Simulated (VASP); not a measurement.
Set up this calculation in VASP 6.6.1, as the native input.

- Task: relaxation of cell and atoms
- Functional: PBE
- Potentials or basis: VASP PAW PBE potentials, release 64 (Ru_pv, S)
- Cutoff: 600 eV
- k mesh: 12 × 12 × 16
- Occupations: gaussian, width 0.1 eV
- Spin: no spin polarisation
- Dipole correction: no
- Further INCAR settings: ALGO = Normal; EDIFF = 1e-07; IBRION = 2; EDIFFG = -0.01; NSW = 100; ISIF = 3

The structure of RuS2 lies in POSCAR:

```
RuS2
1.0
    4.1247876700      0.0000000000      0.0000000000
    0.0000000000      4.1247876700      0.0000000000
    0.0000000000      0.0000000000      2.9166653300
Ru S
1 2
Direct
    0.0000000000      0.0000000000      0.0000000000
    0.5000000000      0.0000000000      0.5000000000
    0.0000000000      0.5000000000      0.5000000000
```

One way to write it, as run:

INCAR

```
SYSTEM = RuS2
  ALGO = Normal
  EDIFF = 1E-7
  EDIFFG = -0.01
  ENCUT = 600
  GGA = PE
  IBRION = 2
  ISIF = 3
  ISMEAR = 0
  LASPH = .True.
  LCHARG = .False.
  LREAL = .False.
  LWAVE = .False.
  NELM = 100
  NSW = 100
  PREC = Accurate
  SIGMA = 0.1
```

KPOINTS

```
k-points
0
Gamma
  12 12 16
  0 0 0
```

Potentials or basis: VASP PAW PBE potentials, release 64 (Ru_pv, S).

The run is started by

```bash
$ cat potpaw_PBE.64/Ru_pv/POTCAR potpaw_PBE.64/S/POTCAR > POTCAR
$ mpirun -np 1 vasp_std > vasp.out
```

It gave:

```json
{
 "Relaxed volume": "16.34 Å³/atom",
 "Relaxed cell": "a = 4.058 Å, b = 4.058 Å, c = 2.976 Å, α = 90.00°, β = 90.00°, γ = 90.00°",
 "Space group after relaxing (to 0.05 Å)": "P4/mmm (No. 123)",
 "Energy gained by relaxing": "4.7 meV/atom",
 "Ionic steps": "7",
 "Pressure after relaxing": "0.0 GPa",
 "Band gap on the k mesh": "zero (band 13 reaches 9.49 eV, above the bottom of band 14 at 7.32 eV)"
}
```

It took 5.2 min on 1 thread of Intel(R) Xeon(R) 6975P-C (Granite Rapids), with other jobs on the host, peak memory 0.39 GiB.
